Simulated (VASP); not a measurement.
Al8N7 (a cell with a defect), 15 atoms in the cell. The cell holds a defect, 15 atoms: a = 5.757 Å, b = 5.757 Å, c = 5.757 Å, α = 60.00°, β = 60.00°, γ = 60.00°.  This cell differs from its parent crystal: atom 9 moved 0.500 of the way to it and -0.125 Å across, host rigid.

| Quantity | Value |
| --- | --- |
| Program | VASP 6.6.1 |
| Task | single point |
| Functional | PBE |
| Potentials or basis | VASP PAW PBE potentials, release 64 (Al, N) |
| Cutoff | 520 eV |
| k mesh | 4 × 4 × 4 |
| Occupations | gaussian, width 0.05 eV |
| Spin | no spin polarisation |
| Dipole correction | no |
| Charge | 3 |
| Further INCAR settings | LREAL = Auto; ALGO = Normal; EDIFF = 1e-06; NBANDS = 42; NELECT = 56.0 |

Potentials or basis: VASP PAW PBE potentials, release 64 (Al, N).

The run is started by

```bash
$ cat potpaw_PBE.64/Al/POTCAR potpaw_PBE.64/N/POTCAR > POTCAR
$ mpirun -np 1 vasp_std > vasp.out
```

Hardware: 1 thread of Intel(R) Xeon(R) 6975P-C (Granite Rapids), on a shared host.

Problem. Estimate the wall time of this run.

Solution. It took 2.2 min on 1 thread of Intel(R) Xeon(R) 6975P-C (Granite Rapids) (shared host), peak memory 0.33 GiB. Counts: scf iterations 15, k points 18.
